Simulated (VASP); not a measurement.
# Hf3SnS8 (R-3m) in VASP: a series of runs

Hf3SnS8 is run at these levels: PBE; tasks: single point.

Everything below comes from runs of VASP 6.6.1. Logs are shortened: lines on timing, memory, paths and dates and some standing lists are left out, and cuts for length are marked.

### 1 The cell of the first run

The structure is trigonal, space group R-3m (No. 166). The conventional cell has a = 7.307 Å, b = 7.307 Å, c = 17.898 Å, α = 90.00°, β = 90.00°, γ = 120.00°. Within 3.4 Å of Hf (site symmetry 2/m) lie 6 S at 2.55 Å. Within 3.4 Å of Sn (site symmetry -3m) lie 6 S at 2.55 Å. S (site symmetry m) has 2 Hf at 2.55 Å and 1 Sn at 2.55 Å within 3.4 Å. S (site symmetry 3m) has 3 Hf at 2.55 Å within 3.4 Å.

### 2 Single point, PBE

Input file INCAR:

```
SYSTEM = Hf3SnS8
PREC = Accurate
ENCUT = 500
EDIFF = 1E-6
ISMEAR = 0
SIGMA = 0.1
LREAL = .FALSE.
LASPH = .TRUE.
NELM = 120
ALGO = Normal
ISIF = 2
LWAVE = .FALSE.
LCHARG = .FALSE.
GGA = PE
NBANDS = 58
GGA_COMPAT = .FALSE.
```

Input file KPOINTS:

```
Automatic mesh
0
G
  4 4 4
  0 0 0
```

Input file POSCAR:

```
Hf3SnS8
1.0
    3.6534435800      2.1093166300      5.9660483800
   -3.6534435800      2.1093166300      5.9660483800
    0.0000000000     -4.2186332600      5.9660483800
Hf Sn S
3 1 8
Direct
    0.0000000000      0.5000000000      0.0000000000
    0.0000000000      0.0000000000      0.5000000000
    0.5000000000      0.0000000000      0.0000000000
    0.0000000000      0.0000000000      0.0000000000
    0.7529877700      0.2410366800      0.7529877700
    0.7529877700      0.7529877700      0.2410366800
    0.2410366800      0.7529877700      0.7529877700
    0.7529877700      0.7529877700      0.7529877700
    0.2470122300      0.7589633200      0.2470122300
    0.2470122300      0.2470122300      0.7589633200
    0.7589633200      0.2470122300      0.2470122300
    0.2470122300      0.2470122300      0.2470122300
```

Potentials or basis: VASP PAW PBE potentials, release 64 (Hf_pv, Sn_d, S).

Command:

```
$ cat potpaw_PBE.64/Hf_pv/POTCAR potpaw_PBE.64/Sn_d/POTCAR potpaw_PBE.64/S/POTCAR > POTCAR
$ mpirun -np 1 vasp_std > vasp.out
```

OUTCAR:

```text
SYSTEM = Hf3SnS8
   PREC = Accurate
   ENCUT = 500
   EDIFF = 1E-6
   ISMEAR = 0
   LREAL = .FALSE.
   LASPH = .TRUE.
   NELM = 120
   ISIF = 2
   GGA = PE

 ion  position               nearest neighbor table
   1  0.000  0.500  0.000-   7 2.55  11 2.55  10 2.55   6 2.55   8 2.55  12 2.55   2 3.65   2 3.65
                             4 3.65   4 3.65   3 3.65   3 3.65
   2  0.000  0.000  0.500-   5 2.55   7 2.55   9 2.55  11 2.55   8 2.55  12 2.55   1 3.65   3 3.65
                             1 3.65   3 3.65   4 3.65   4 3.65
   3  0.500  0.000  0.000-   5 2.55   9 2.55   6 2.55  10 2.55   8 2.55  12 2.55   2 3.65   2 3.65
                             4 3.65   4 3.65   1 3.65   1 3.65
   4  0.000  0.000  0.000-   6 2.55  10 2.55   7 2.55   9 2.55   5 2.55  11 2.55   2 3.65   2 3.65
                             3 3.65   1 3.65   1 3.65   3 3.65
   5  0.753  0.241  0.753-   3 2.55   2 2.55   4 2.55
   6  0.753  0.753  0.241-   1 2.55   3 2.55   4 2.55
   7  0.241  0.753  0.753-   1 2.55   2 2.55   4 2.55
   8  0.753  0.753  0.753-   2 2.55   1 2.55   3 2.55
   9  0.247  0.759  0.247-   3 2.55   2 2.55   4 2.55
  10  0.247  0.247  0.759-   1 2.55   3 2.55   4 2.55
  11  0.759  0.247  0.247-   1 2.55   2 2.55   4 2.55
  12  0.247  0.247  0.247-   2 2.55   1 2.55   3 2.55

  LATTYP: Found a face centered cubic cell.
 ALAT       =    10.3334989147

  Lattice vectors:

 A1 = (   3.6534435800,   2.1093166300,   5.9660483800)
 A2 = (  -3.6534435800,   2.1093166300,   5.9660483800)
 A3 = (   0.0000000000,  -4.2186332600,   5.9660483800)

Analysis of symmetry for initial positions (statically):
=====================================================================
 Subroutine PRICEL returns:
 Original cell was already a primitive cell.

 Routine SETGRP: Setting up the symmetry group for a
 face centered cubic supercell.

 Subroutine GETGRP returns: Found 12 space group operations
 (whereof 12 operations were pure point group operations)
 out of a pool of 48 trial point group operations.

The static configuration has the point symmetry D_3d.

Analysis of symmetry for dynamics (positions and initial velocities):
=====================================================================
 Subroutine PRICEL returns:
 Original cell was already a primitive cell.

 Routine SETGRP: Setting up the symmetry group for a
 face centered cubic supercell.

 Subroutine GETGRP returns: Found 12 space group operations
 (whereof 12 operations were pure point group operations)
 out of a pool of 48 trial point group operations.

The dynamic configuration has the point symmetry D_3d.

[... 120 lines left out ...]
   EFERMI =   0.00;   METHOD = LEGACY
   ISMEAR =     0;   SIGMA  =   0.10  broadening in eV -4-tet -1-fermi 0-gaus
   EFERMI_NEDOS =   21; number of points for ismear=-14 and -15
   IALGO  =     38    algorithm
   IMIX   =      4    mixing-type and parameters
     AMIX     =   0.40;   BMIX     =  1.00
     AMIX_MAG =   1.60;   BMIX_MAG =  1.00
  volume/ion in A,a.u.               =      22.99       155.13
  Fermi-wavevector in a.u.,A,eV,Ry     =   1.135298  2.145403 17.536584  1.288903
  Thomas-Fermi vector in A             =   2.272003
   LORBIT       =      0    0 simple, 1 ext, 2 COOP (PROOUT), +10 PAW based schemes
   GGA     = PE    functional components
   LHFCALC =     F    Hartree Fock is set to
   AEXX    =    0.0000 exact exchange contribution
   IVDW    =     0    specifies the selected vdW correction
   LEPSILON=     F    determine dielectric tensor
   LRPA    =     F    only Hartree local field effects (RPA)
 non-spin polarized calculation
 Gauss-broadening in eV      SIGMA  =   0.10
  energy-cutoff  :      500.00
  volume of cell :      275.86
 maximum number of plane-waves:      7046
 NGX is ok and might be reduce to    54
   NGX = 27   NGY = 27   NGZ = 27

 number of electron      91.9999998 magnetization

 Free energy of the ion-electron system (eV)
  ---------------------------------------------------
  ext. energy  EPLUGINS =         0.00000000
  ---------------------------------------------------
  free energy    TOTEN  =       -81.24758881 eV

  energy without entropy =      -81.24449011  energy(sigma->0) =      -81.24603946

 E-fermi :   3.4278     XC(G=0):  -9.4837

 val. band max:        3.3341944951   @ k =   0.0000   0.0000   0.0000
 cond. band min:       3.4308678008   @ k =   0.0000   0.0000   0.0000
 fundamental gap:      0.0966733057
 Fermi energy:         3.4277937925

 k-point     1 :       0.0000    0.0000    0.0000
  band No.  band energies     occupation
      1     -27.3820      2.00000
      2     -27.3525      2.00000
      3     -27.3525      2.00000
      4     -27.3324      2.00000
      5     -27.3055      2.00000
      6     -27.3055      2.00000
[... 782 lines left out ...]
     57       8.3618      0.00000
     58       8.4103      0.00000

------------------------ aborting loop because EDIFF is reached ----------------------------------------

  FORCE on cell =-STRESS in cart. coord.  units (eV):
  Direction    XX          YY          ZZ          XY          YZ          ZX
  --------------------------------------------------------------------------------------
  -------------------------------------------------------------------------------------
  Total        3.1703001      3.1703001      4.0252445      0.0000000     -0.0000000      0.0000000
  in kB       18.4131781     18.4131780     23.3787154      0.0000000     -0.0000000      0.0000000
  external PRESSURE =      20.0683572 kB  Pullay stress =       0.0000000 kB

 VOLUME and BASIS-vectors are now :
 -----------------------------------------------------------------------------
  energy-cutoff  :      500.00
  volume of cell :      275.86
      direct lattice vectors                 reciprocal lattice vectors
     3.653443580  2.109316630  5.966048380     0.136857184  0.079014532  0.055871711
    -3.653443580  2.109316630  5.966048380    -0.136857184  0.079014532  0.055871711
     0.000000000 -4.218633260  5.966048380     0.000000000 -0.158029064  0.055871711

 POSITION                                       TOTAL-FORCE (eV/Angst)
 -----------------------------------------------------------------------------------
     -1.82672      1.05466      2.98302         0.000000     -0.000000      0.000000
      0.00000     -2.10932      2.98302         0.000000     -0.000000      0.000000
      1.82672      1.05466      2.98302         0.000000     -0.000000      0.000000
      0.00000      0.00000      0.00000         0.000000     -0.000000      0.000000
      1.87038     -1.07987     10.42276        -0.253365      0.146280     -0.189606
      0.00000      2.15973     10.42276         0.000000     -0.292560     -0.189606
     -1.87038     -1.07987     10.42276         0.253365      0.146280     -0.189606
      0.00000      0.00000     13.47708         0.000000     -0.000000      0.008223
     -1.87038      1.07987      7.47539         0.253365     -0.146280      0.189606
      0.00000     -2.15973      7.47539         0.000000      0.292560      0.189606
      1.87038      1.07987      7.47539        -0.253365     -0.146280      0.189606
      0.00000      0.00000      4.42106         0.000000     -0.000000     -0.008223
 -----------------------------------------------------------------------------------
    total drift:                               -0.000000      0.000000     -0.000000

  FREE ENERGIE OF THE ION-ELECTRON SYSTEM (eV)
  ---------------------------------------------------
  free  energy   TOTEN  =       -81.2475888055 eV

  energy  without entropy=      -81.2444901133  energy(sigma->0) =      -81.24603946
```

It took 5.2 min on 1 thread of Oxide Virtual Turin-like, shared host; peak memory 0.44 GiB.

Results:

```
Free energy            : -81.2476 eV
Pressure               : 2.0 GPa
Largest force          : 0.349 eV/Å
Band gap on the k mesh : 0.10 eV
```

Forces on the atoms (eV/Å):
```
Hf   0.000  0.000  0.000
Hf   0.000  0.000  0.000
Hf   0.000  0.000  0.000
Sn   0.000  0.000  0.000
S   -0.253  0.146 -0.190
S    0.000 -0.293 -0.190
S    0.253  0.146 -0.190
S    0.000  0.000  0.008
S    0.253 -0.146  0.190
S    0.000  0.293  0.190
S   -0.253 -0.146  0.190
S    0.000  0.000 -0.008
```

Stress tensor (GPa, compression positive):
```
1.84 0.00 0.00
0.00 1.84 0.00
0.00 0.00 2.34
```

Caveat: semilocal functionals underestimate gaps, and a narrow one can read as zero; spin-orbit coupling is left out, which moves the levels of the heavy elements. A k mesh can miss the band edges.

### 3 Single point, PBE

This run uses another cell than the first one, of 23.88 Å³/atom.

Input file INCAR:

```
SYSTEM = Hf3SnS8
ALGO     = Normal         ! electronic algorithm
EDIFF    = 1E-6           ! SCF threshold, eV
ENCUT    = 500            ! plane-wave cutoff, eV
GGA      = PE             ! functional
GGA_COMPAT= .False.      
ISIF     = 2              ! what is computed and relaxed
ISMEAR   = 0              ! smearing method
LASPH    = .True.         ! aspherical terms in the spheres
LCHARG   = .False.        ! write CHGCAR
LREAL    = .False.        ! projectors in reciprocal space
LWAVE    = .False.        ! write WAVECAR
NBANDS   = 58             ! bands
NELM     = 120            ! most SCF steps
PREC     = Accurate       ! precision mode
SIGMA    = 0.1            ! smearing width, eV
```

Input file KPOINTS:

```
k-points
0
Gamma
  6 6 6
  0 0 0
```

Input file POSCAR:

```
Hf3SnS8
1.0
    3.6807437360      2.1250783868      6.1061730371
   -3.6807437360      2.1250783868      6.1061730371
    0.0000000000     -4.2501567736      6.1061730371
Hf Sn S
3 1 8
Direct
    0.0000000000      0.5000000000      0.0000000000
    0.0000000000      0.0000000000      0.5000000000
    0.5000000000      0.0000000000      0.0000000000
    0.0000000000      0.0000000000      0.0000000000
    0.7509107309      0.2396175657      0.7509107309
    0.7509107309      0.7509107309      0.2396175657
    0.2396175657      0.7509107309      0.7509107309
    0.7550644069      0.7550644069      0.7550644069
    0.2490892691      0.7603824343      0.2490892691
    0.2490892691      0.2490892691      0.7603824343
    0.7603824343      0.2490892691      0.2490892691
    0.2449355931      0.2449355931      0.2449355931
```

Potentials or basis: VASP PAW PBE potentials, release 64 (Hf_pv, Sn_d, S).

Command:

```
$ cat potpaw_PBE.64/Hf_pv/POTCAR potpaw_PBE.64/Sn_d/POTCAR potpaw_PBE.64/S/POTCAR > POTCAR
$ mpirun -np 1 vasp_std > vasp.out
```

It took 14 min on 1 thread of Oxide Virtual Turin-like, shared host; peak memory 0.64 GiB.

Results (log left out):

```yaml
Free_energy: -81.3357 eV
Pressure: -0.5 GPa
Largest_force: 0.066 eV/Å
Band_gap_on_the_k_mesh: zero (filled and empty bands touch)
```

Forces in eV/Å, atoms in the order of the input:
```
Hf   0.000  0.000  0.000
Hf   0.000  0.000  0.000
Hf   0.000  0.000  0.000
Sn   0.000  0.000  0.000
S    0.028 -0.016 -0.040
S    0.000  0.033 -0.040
S   -0.028 -0.016 -0.040
S    0.000  0.000  0.066
S   -0.028  0.016  0.040
S    0.000 -0.033  0.040
S    0.028  0.016  0.040
S    0.000  0.000 -0.066
```

Levels at points of the mesh, in eV from the Fermi level:
```csv
k point,band 42,band 43,band 44,band 45,band 46,band 47,band 48,band 49,band 50,band 51
"(0.00, 0.00, 0.00)",-0.87,-0.87,-0.21,-0.18,-0.08,-0.08,1.21,1.21,1.78,2.93
"(0.50, 0.00, 0.00)",-1.12,-0.81,-0.79,-0.46,-0.41,0.61,1.80,2.38,2.70,2.91
"(0.50, 0.50, 0.00)",-1.11,-0.89,-0.76,-0.70,-0.41,1.39,1.56,2.56,2.96,3.24
"(0.50, 0.50, 0.50)",-0.98,-0.98,-0.89,-0.12,-0.12,1.48,1.48,1.98,2.31,2.91
```

Caveat: spin-orbit coupling is left out, which moves the levels of the heavy elements.

The gap in the log of VASP goes by the Fermi energy; the results here count the filled bands.